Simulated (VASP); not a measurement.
# W (R-3m) in VASP: further runs

W is run at these levels: LDA; tasks: single point.

Everything below comes from runs of VASP 6.6.1. Logs are shortened: lines on timing, memory, paths and dates and some standing lists are left out, and cuts for length are marked.

## Step 1: The cell of the first run

The structure is trigonal, space group R-3m (No. 166). Conventional cell: a = 4.280 Å, b = 4.280 Å, c = 2.906 Å, α = 90.00°, β = 90.00°, γ = 120.00°. Within 3.5 Å of W (site symmetry -3m) lie 14 W at 2.65 to 3.14 Å.

## Step 2: Single point, LDA

The input, INCAR:

```
PREC = Accurate
ENCUT = 520
EDIFF = 1E-6
ISMEAR = 0
SIGMA = 0.15
LREAL = F
LASPH = T
NELM = 60
ALGO = Fast
ISIF = 2
LWAVE = F
LCHARG = F
GGA = CA
NBANDS = 13
```

The input, KPOINTS:

```
Automatic mesh
0
Gamma
  20 20 20
```

The input, POSCAR:

```
W
1.0
   -1.4583125700      1.5680780323      1.5680780323
    1.5680780323     -1.4583125700      1.5680780323
    1.5680780323      1.5680780323     -1.4583125700
W
1
Direct
    0.0000000000      0.0000000000      0.0000000000
```

Potentials or basis: VASP PAW LDA potentials, release 64 (W_sv).

Run with:

```
$ cat potpaw_LDA.64/W_sv/POTCAR > POTCAR
$ mpirun -np 1 vasp_std > vasp.out
```

OUTCAR:

```text
PREC = Accurate
   ENCUT = 520
   EDIFF = 1E-6
   ISMEAR = 0
   LREAL = F
   LASPH = T
   NELM = 60
   ISIF = 2
   GGA = CA

 ion  position               nearest neighbor table
   1  0.000  0.000  0.000-

  LATTYP: Found a trigonal (rhomboedric) cell.
 ALAT       =     2.6541313047
 COS(alpha) =    -0.3001849977

  Lattice vectors:

 A1 = (  -1.4583125700,   1.5680780323,   1.5680780323)
 A2 = (   1.5680780323,  -1.4583125700,   1.5680780323)
 A3 = (   1.5680780323,   1.5680780323,  -1.4583125700)

Analysis of symmetry for initial positions (statically):
=====================================================================
 Subroutine PRICEL returns:
 Original cell was already a primitive cell.

 Routine SETGRP: Setting up the symmetry group for a
 trigonal (rhombohedral) supercell.

 Subroutine GETGRP returns: Found 12 space group operations
 (whereof 12 operations were pure point group operations)
 out of a pool of 12 trial point group operations.

The static configuration has the point symmetry D_3d.

Analysis of symmetry for dynamics (positions and initial velocities):
=====================================================================
 Subroutine PRICEL returns:
 Original cell was already a primitive cell.

 Routine SETGRP: Setting up the symmetry group for a
 trigonal (rhombohedral) supercell.

 Subroutine GETGRP returns: Found 12 space group operations
 (whereof 12 operations were pure point group operations)
 out of a pool of 12 trial point group operations.

The dynamic configuration has the point symmetry D_3d.

 Subroutine INISYM returns: Found 12 space group operations
 (whereof 12 operations are pure point group operations),
 and found     1 'primitive' translations

----------------------------------------------------------------------------------------

                                     Primitive cell

  volume of cell :      15.3674

  direct lattice vectors                    reciprocal lattice vectors
    -1.458312570  1.568078032  1.568078032    -0.021616694  0.308809920  0.308809920
     1.568078032 -1.458312570  1.568078032     0.308809920 -0.021616694  0.308809920
     1.568078032  1.568078032 -1.458312570     0.308809920  0.308809920 -0.021616694

  length of vectors
     2.654131305  2.654131305  2.654131305     0.437257835  0.437257835  0.437257835

  position of ions in fractional coordinates (direct lattice)
     0.000000000  0.000000000  0.000000000

  ion indices of the primitive-cell ions
   primitive index   ion index
                 1           1

----------------------------------------------------------------------------------------

 KPOINTS: Automatic mesh

Automatic generation of k-mesh.
 Grid dimensions read from file:
 generate k-points for:   20   20   20

 Generating k-lattice:

  Cartesian coordinates                     Fractional coordinates (reciprocal lattice)
    -0.001080835  0.015440496  0.015440496     0.050000000  0.000000000  0.000000000
     0.015440496 -0.001080835  0.015440496     0.000000000  0.050000000  0.000000000
     0.015440496  0.015440496 -0.001080835    -0.000000000 -0.000000000  0.050000000

  Length of vectors
     0.021862892  0.021862892  0.021862892

  Shift w.r.t. Gamma in fractional coordinates (k-lattice)
     0.000000000  0.000000000  0.000000000

 Subroutine IBZKPT returns following result:
 ===========================================

 Found    781 irreducible k-points:

 Following reciprocal coordinates:
            Coordinates               Weight
  0.000000  0.000000  0.000000      1.000000
  0.050000 -0.000000 -0.000000      6.000000
  0.100000  0.000000  0.000000      6.000000
  0.150000  0.000000  0.000000      6.000000
  0.200000  0.000000  0.000000      6.000000
  0.250000 -0.000000 -0.000000      6.000000
[... 16 lines left out ...]
 -0.400000  0.050000  0.000000     12.000000
 -0.350000  0.050000  0.000000     12.000000
 [... further k-points ...]
   k-points           NKPTS =    781   k-points in BZ     NKDIM =    781   number of bands    NBANDS=     13
   number of dos      NEDOS =    301   number of ions     NIONS =      1
   total plane-waves  NPLWV =   8000
   dimension x,y,z NGX =    20 NGY =   20 NGZ =   20
   dimension x,y,z NGXF=    40 NGYF=   40 NGZF=   40
   ions per type =               1
   NGX,Y,Z   is equivalent  to a cutoff of  12.53, 12.53, 12.53 a.u.
   NGXF,Y,Z  is equivalent  to a cutoff of  25.05, 25.05, 25.05 a.u.
 SYSTEM =  unknown system
   PREC   = accura    normal or accurate (medium, high low for compatibility)
   ISTART =      0    job   : 0-new  1-cont  2-samecut
   ICHARG =      2    charge: 1-file 2-atom 10-const
   ISPIN  =      1    spin polarized calculation?
   LNONCOLLINEAR =      F non collinear calculations
   LSORBIT =      F    spin-orbit coupling
   LASPH  =      T    aspherical Exc in radial PAW
   ENCUT  =  520.0 eV  38.22 Ry    6.18 a.u.   4.93  4.93  4.93*2*pi/ulx,y,z
   NELM   =     60;   NELMIN=  2; NELMDL= -5     # of ELM steps
   EDIFF  = 0.1E-05   stopping-criterion for ELM
   LREAL  =      F    real-space projection
[... 7 lines left out ...]
   TEBEG  =    0.0;   TEEND  =   0.0 temperature during run
   PSTRESS=    0.0 pullay stress
   NELECT =      14.0000    total number of electrons
   NUPDOWN=      -1.0000    fix difference up-down
   EMIN   =  10.00;   EMAX   =-10.00  energy-range for DOS
   EFERMI =   0.00;   METHOD = LEGACY
   ISMEAR =     0;   SIGMA  =   0.15  broadening in eV -4-tet -1-fermi 0-gaus
   EFERMI_NEDOS =   21; number of points for ismear=-14 and -15
   IALGO  =     68    algorithm
   IMIX   =      4    mixing-type and parameters
     AMIX     =   0.40;   BMIX     =  1.00
     AMIX_MAG =   1.60;   BMIX_MAG =  1.00
  volume/ion in A,a.u.               =      15.37       103.70
  Fermi-wavevector in a.u.,A,eV,Ry     =   1.587025  2.999042 34.268282  2.518648
  Thomas-Fermi vector in A             =   2.686246
   LORBIT       =      0    0 simple, 1 ext, 2 COOP (PROOUT), +10 PAW based schemes
   GGA     = CA    functional components
   LHFCALC =     F    Hartree Fock is set to
   AEXX    =    0.0000 exact exchange contribution
   IVDW    =     0    specifies the selected vdW correction
   LEPSILON=     F    determine dielectric tensor
   LRPA    =     F    only Hartree local field effects (RPA)
 non-spin polarized calculation
 RMM-DIIS sequential band-by-band and
 Gauss-broadening in eV      SIGMA  =   0.15
  energy-cutoff  :      520.00
  volume of cell :       15.37
 maximum number of plane-waves:       427
   NGX =  9   NGY =  9   NGZ =  9

 number of electron      13.9999999 magnetization

 Free energy of the ion-electron system (eV)
  ---------------------------------------------------
  ext. energy  EPLUGINS =         0.00000000
  ---------------------------------------------------
  free energy    TOTEN  =       -14.01550465 eV

  energy without entropy =      -14.01043097  energy(sigma->0) =      -14.01296781

 E-fermi :  11.8457     XC(G=0): -13.9948

 val. band max:       11.8449414480   @ k =   0.5000   0.5000   0.3000
 cond. band min:      11.8546103811   @ k =   0.5000   0.0500   0.0000
 fundamental gap:      0.0096689331
 Fermi energy:        11.8457314950

 k-point     1 :       0.0000    0.0000    0.0000
  band No.  band energies     occupation
      1     -61.9409      2.00000
      2     -25.8632      2.00000
      3     -25.5865      2.00000
      4     -25.5865      2.00000
      5       2.0800      2.00000
      6       9.6616      2.00000
      7       9.6616      2.00000
      8      11.7058      1.81298
      9      14.3255      0.00000
     10      14.3255      0.00000
     11      25.8797      0.00000
     12      25.8797      0.00000
     13      27.7673      0.00000

 k-point     2 :       0.0500   -0.0000   -0.0000
  band No.  band energies     occupation
      1     -61.9376      2.00000
      2     -25.8829      2.00000
      3     -25.6121      2.00000
      4     -25.5868      2.00000
      5       2.1985      2.00000
      6       9.6137      2.00000
      7       9.6873      2.00000
      8      11.7452      1.65698
      9      14.2529      0.00000
     10      14.3197      0.00000
     11      26.0138      0.00000
     12      26.1580      0.00000
     13      27.9068      0.00000

 k-point     3 :       0.1000    0.0000    0.0000
  band No.  band energies     occupation
      1     -61.9278      2.00000
      2     -25.9498      2.00000
      3     -25.6755      2.00000
      4     -25.5879      2.00000
      5       2.5421      2.00000
      6       9.4753      2.00000
      7       9.7271      2.00000
      8      11.8940      0.64923
      9      14.0966      0.00000
     10      14.3136      0.00000
     11      26.3737      0.00000
     12      26.8984      0.00000
     13      28.3153      0.00000
[... 305 lines left out ...]
 k-point    23 :      -0.4000    0.0500    0.0000
  band No.  band energies     occupation
      1     -61.8173      2.00000
      2     -26.9868      2.00000
      3     -25.9738      2.00000
      4     -25.6127      2.00000
      5       5.3950      2.00000
      6       8.1334      2.00000
      7      10.4544      2.00000
      8      14.3903      0.00000
      9      15.0284      0.00000
     10      16.3894      0.00000
     11      24.4612      0.00000
     12      25.2619      0.00000
     13      31.6337      0.00000

 k-point    24 :      -0.3500    0.0500    0.0000
  band No.  band energies     occupation
      1     -61.8339      2.00000
      2     -26.8280      2.00000
      3     -25.9365      2.00000
      4     -25.6094      2.00000
      5       5.2231      2.00000
      6       8.3544      2.00000
      7       9.8205      2.00000
      8      14.1953      0.00000
      9      14.8078      0.00000
     10      15.3397      0.00000
     11      25.6352      0.00000
     12      26.2166      0.00000
     13      32.0946      0.00000

 [... further k-points ...]

------------------------ aborting loop because EDIFF is reached ----------------------------------------

  FORCE on cell =-STRESS in cart. coord.  units (eV):
  Direction    XX          YY          ZZ          XY          YZ          ZX
  --------------------------------------------------------------------------------------
  -------------------------------------------------------------------------------------
  Total        0.5173537      0.5173537      0.5173537     -0.8419793     -0.8419793     -0.8419793
  in kB       53.9382397     53.9382397     53.9382397    -87.7830368    -87.7830368    -87.7830368
  external PRESSURE =      53.9382397 kB  Pullay stress =       0.0000000 kB

 VOLUME and BASIS-vectors are now :
 -----------------------------------------------------------------------------
  energy-cutoff  :      520.00
  volume of cell :       15.37
      direct lattice vectors                 reciprocal lattice vectors
    -1.458312570  1.568078032  1.568078032    -0.021616694  0.308809920  0.308809920
     1.568078032 -1.458312570  1.568078032     0.308809920 -0.021616694  0.308809920
     1.568078032  1.568078032 -1.458312570     0.308809920  0.308809920 -0.021616694

 POSITION                                       TOTAL-FORCE (eV/Angst)
 -----------------------------------------------------------------------------------
      0.00000      0.00000      0.00000         0.000000      0.000000      0.000000
 -----------------------------------------------------------------------------------
    total drift:                                0.000000     -0.000000     -0.000000

  FREE ENERGIE OF THE ION-ELECTRON SYSTEM (eV)
  ---------------------------------------------------
  free  energy   TOTEN  =       -14.0155046486 eV

  energy  without entropy=      -14.0104309657  energy(sigma->0) =      -14.01296781
```

It took 3.4 min on 1 thread of AMD EPYC 7R13, shared host; peak memory 0.21 GiB.

Results:

| Item | Value |
| --- | --- |
| Free energy | -14.0155 eV |
| Pressure | 5.4 GPa |
| Band gap on the k mesh | zero (bands 7 and 8 overlap by 4.52 eV) |

Caveat: the cell stands under pressure; spin-orbit coupling is left out, which moves the levels of the heavy elements.

(Part 1 of 2 ends here.)
